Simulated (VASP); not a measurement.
Input of a VASP 6.6.1 run:

INCAR

```
PREC = Accurate
ENCUT = 520
EDIFF = 1E-6
ISMEAR = -1
SIGMA = 0.05
LREAL = False
LASPH = True
NELM = 60
ALGO = Normal
ISIF = 2
LWAVE = False
LCHARG = False
GGA = B5
ALDAX = 1.0
AGGAX = 1.0
AGGAC = 1.0
ALDAC = 0.0
NBANDS = 17
```

File KPOINTS:

```
Automatic mesh
0
Gamma
  11 11 6
```

POSCAR

```
Pd
1.0
    2.7836650458      0.0000000000      0.0000000000
   -1.3918325229      2.4107246453      0.0000000000
    0.0000000000      0.0000000000      4.6288930000
Pd
2
Direct
    0.3333333333      0.6666666667      0.2500000000
    0.6666666667      0.3333333333      0.7500000000
```

Potentials or basis: VASP PAW PBE potentials, release 64 (Pd).

The run is started by

```console
$ cat potpaw_PBE.64/Pd/POTCAR > POTCAR
$ mpirun -np 1 vasp_std > vasp.out
```

(1) What does it give for the band gap on the k mesh?

(2) Estimate the pressure.

## Answers

(1) zero (band 10 reaches 9.59 eV, above the bottom of band 11 at 8.79 eV).

(2) 9.0 GPa.

Caveat: the PAW data sets were made with another functional, which shifts forces and pressure a little.
